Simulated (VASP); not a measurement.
Ta2F, 6 atoms in the cell. It takes space group P2_1/c (No. 14, monoclinic). The conventional cell has a = 6.242 Å, b = 3.024 Å, c = 5.044 Å, α = 90.00°, β = 90.15°, γ = 90.00°. Within 2.9 Å of Ta (site symmetry 1) lie 1 F at 2.23 Å and 5 Ta at 2.31 to 2.82 Å. F (site symmetry -1) has 2 Ta at 2.23 Å within 2.9 Å. 

| Item | Value |
| --- | --- |
| Program | VASP 6.6.1 |
| Task | relaxation of cell and atoms |
| Functional | PBE |
| Potentials or basis | VASP PAW PBE potentials, release 64 (Ta_pv, F) |
| Cutoff | 600 eV |
| k mesh | 3 × 5 × 3 |
| Occupations | gaussian, width 0.2 eV |
| Spin | no spin polarisation |
| Dipole correction | no |
| Further INCAR settings | ALGO = Normal; EDIFF = 1e-06; IBRION = 2; EDIFFG = -0.08; NSW = 36; ISIF = 3 |

Potentials or basis: VASP PAW PBE potentials, release 64 (Ta_pv, F).

Launch:

```bash
$ cat potpaw_PBE.64/Ta_pv/POTCAR potpaw_PBE.64/F/POTCAR > POTCAR
$ mpirun -np 1 vasp_std > vasp.out
```

Hardware: 1 thread of Intel(R) Xeon(R) Platinum 8375C CPU @ 2.90GHz (Ice Lake), on a shared host.

How long does it take, and how much memory?

It took 6.9 min on 1 thread of Intel(R) Xeon(R) Platinum 8375C CPU @ 2.90GHz (Ice Lake), with other jobs on the host, peak memory 0.24 GiB. Counts: scf iterations 163, k points 15, ion steps 20.
